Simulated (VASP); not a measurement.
Here is a VASP 6.6.1 calculation.

File INCAR:

```
SYSTEM = ZrN
PREC = Accurate ; ENCUT = 520
EDIFF = 1E-8 ; ISMEAR = -1
SIGMA = 0.03 ; LREAL = .False.
LASPH = .True. ; NELM = 120
ALGO = Normal ; ISIF = 2
LWAVE = .False. ; LCHARG = .False.
GGA = CA ; LEFG = .True.
NBANDS = 16 ; GGA_COMPAT = .False.
```

File KPOINTS:

```
Automatic mesh
0
Gamma
  9 9 9
  0 0 0
```

POSCAR

```
ZrN
1.0
    0.0000000000      2.3142891050      2.3142891050
    2.3142891050      0.0000000000      2.3142891050
    2.3142891050      2.3142891050      0.0000000000
Zr N
1 1
Direct
    0.0000000000      0.0000000000      0.0000000000
    0.5000000000      0.5000000000      0.5000000000
```

Potentials or basis: VASP PAW LDA potentials, release 64 (Zr_sv, N).

Command:

```sh
$ cat potpaw_LDA.64/Zr_sv/POTCAR potpaw_LDA.64/N/POTCAR > POTCAR
$ mpirun -np 1 vasp_std > vasp.out
```

What does it give for the pressure?

-16.1 GPa.

Caveat: without QUAD_EFG the Cq values of the log hold for a quadrupole moment of 1 mb, not for the nuclei.
